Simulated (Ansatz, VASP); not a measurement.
Two plane-wave programs on BN

```
CELL_PARAMETERS angstrom
2.49824 0.00000 0.00000
-1.24912 2.16354 0.00000
0.00000 0.00000 6.63570
ATOMIC_POSITIONS crystal
B 0.33333 0.66667 0.25000
B 0.66667 0.33333 0.75000
N 0.33333 0.66667 0.75000
N 0.66667 0.33333 0.25000
```

Alike in both runs: task single point; functional LDA; k mesh 8 × 8 × 3; no spin polarisation.

|  | VASP | Ansatz |
| --- | --- | --- |
| version | VASP 6.6.1 | Ansatz 0.2.0 |
| potentials or method | VASP PAW LDA potentials, release 64 (B, N) | plane waves, PAW |
| plane-wave cutoff (eV) | 600 | 420 |
| occupations | gaussian, width 0.01 eV | fixed |
| valence electrons in the cell | 16 | 16 |

|  | VASP | Ansatz | Ansatz less VASP |
| --- | --- | --- | --- |
| gap on the k mesh at the Fermi level (eV) | 4.07 | 4.09 | +0.016 |
| pressure (GPa) | -2.7 | -2.9 | -0.27 |
| traceless stress, the component that is largest in VASP (GPa) | 1.86 | 2.40 | +0.543 |

LDA's correlation is that of Perdew and Zunger in VASP and of Perdew and Wang (1992) in Ansatz.
